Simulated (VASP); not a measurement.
Crystal: Bi2Te3.

```
Bi Te
1.0
     2.19300    1.26613   10.16567
    -2.19300    1.26613   10.16567
     0.00000   -2.53226   10.16567
Bi Te
2 3
Direct
  0.40000 0.40000 0.40000
  0.60000 0.60000 0.60000
  0.00000 0.00000 0.00000
  0.20950 0.20950 0.20950
  0.79050 0.79050 0.79050
```

- Program: VASP 6.6.1
- Task: relaxation of cell and atoms
- Functional: PBE
- Potentials or basis: VASP PAW PBE potentials, release 64 (Bi_d, Te)
- Cutoff: 600 eV
- k mesh: 7 × 7 × 7
- Occupations: gaussian, width 0.03 eV
- Spin: no spin polarisation

At the start: pressure 1.9 GPa; volume 33.87 Å³/atom.

Question: Where does the relaxation end?

Answer: Over 15 steps the energy falls by 12.6 meV/atom and the volume is 36.32 Å³/atom (+7.2 %); space group R-3m (No. 166, to 0.1 Å) before and after.

The path:
```tsv
step	energy change (eV)	largest force (eV/Å)	pressure (GPa)	volume (Å³)
1	0.0000	0.0289	1.91	169.36
2	-0.0278	0.3484	-0.90	179.43
3	-0.0376	0.2441	-0.01	175.89
4	-0.0432	0.1749	-0.01	176.39
5	-0.0469	0.1011	0.02	177.19
6	-0.0487	0.0892	0.02	177.44
7	-0.0533	0.0562	-0.06	178.18
8	-0.0587	0.0532	-0.12	179.68
9	-0.0574	0.1575	-0.19	182.68
10	-0.0599	0.0811	-0.16	181.01
11	-0.0613	0.0442	0.11	180.46
12	-0.0613	0.0401	0.13	180.41
13	-0.0623	0.0183	0.07	180.95
14	-0.0628	0.0145	-0.03	181.75
15	-0.0628	0.0082	-0.02	181.60
```

Final structure:
```
CELL_PARAMETERS angstrom
2.22515 1.28469 10.58803
-2.22515 1.28469 10.58803
0.00000 -2.56938 10.58803
ATOMIC_POSITIONS crystal
Bi 0.39797 0.39797 0.39797
Bi 0.60203 0.60203 0.60203
Te 0.00000 0.00000 0.00000
Te 0.21449 0.21449 0.21449
Te 0.78551 0.78551 0.78551
```
